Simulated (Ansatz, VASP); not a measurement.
Two plane-wave programs on MgO2

```
Mg O
1.0
     1.60476    0.92651    3.58133
    -1.60476    0.92651    3.58133
     0.00000   -1.85302    3.58133
Mg O
1 2
Direct
  0.00000 0.00000 0.00000
  0.42879 0.42879 0.42879
  0.57121 0.57121 0.57121
```

Change from the starting cell: strain +0.000 along x and y, +0.025 along z, atoms carried along.

Alike in both runs: task single point; functional r2SCAN; k mesh 12 × 12 × 12; occupations gaussian, width 0.05 eV; no spin polarisation.

```csv
,VASP,Ansatz
version,VASP 6.6.1,Ansatz 0.2.0
potentials or method,"VASP PAW PBE potentials, release 64 (Mg, O), cutoff 520 eV","scalar-relativistic, plane waves, PAW"
valence electrons in the cell,14,22
```

|  | VASP | Ansatz | Ansatz less VASP |
| --- | --- | --- | --- |
| gap on the k mesh at the Fermi level (eV) | 2.41 | 2.44 | +0.027 |
| least direct gap on the mesh (eV) | 2.41 | 2.44 | +0.027 |
| pressure (GPa) | -9.9 | -9.4 | +0.46 |
| traceless stress, the component that is largest in VASP (GPa) | -7.47 | -8.61 | -1.149 |
| rms of the force components (eV/Å) | 0.261 | 0.362 | +0.1013 |

VASP's potentials were made for PBE, not for r2SCAN. Atom by atom the forces differ by 0.101 eV/Å (rms over components). VASP's potentials hold 14 valence electrons a cell and Ansatz's 22, so a difference there can come from the potentials and not from the codes.
